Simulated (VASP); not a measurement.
A run of VASP 6.6.1 is set up as follows.

Contents of INCAR:

```
SYSTEM = Mo
  PREC = Accurate
  ENCUT = 520
  EDIFF = 1E-6
  ISMEAR = 0
  SIGMA = 0.15
  LREAL = .False.
  LASPH = .True.
  NELM = 60
  ALGO = Fast
  ISIF = 2
  LWAVE = .False.
  LCHARG = .True.
  GGA = PS
  LELF = .True.
  LVHAR = .True.
  NBANDS = 13
```

KPOINTS

```
regular mesh
0
Gamma
  24 24 24
  0 0 0
```

POSCAR

```
Mo
1.0
    2.7423354246      0.0000000000      0.0000000000
   -1.3711677123      2.3749321434      0.0000000000
    0.0000000000      0.0000000000      2.6166746292
Mo
1
Direct
    0.0000000000      0.0000000000      0.5000000000
```

Potentials or basis: VASP PAW PBE potentials, release 64 (Mo_sv).

Run with:

```bash
$ cat potpaw_PBE.64/Mo_sv/POTCAR > POTCAR
$ mpirun -np 1 vasp_std > vasp.out
```

Estimate the band gap on the k mesh.

zero (band 7 reaches 11.87 eV, above the bottom of band 8 at 10.18 eV).

Predict the pressure.

-8.8 GPa.

Stress tensor (GPa, compression positive):
```
 -4.23   0.00   0.00
  0.00  -4.23   0.00
  0.00   0.00 -17.82
```

Caveat: the cell differs from its parent crystal (strain +0.000 along x and y, +0.050 along z); the PAW data sets were made with another functional, which shifts forces and pressure a little.
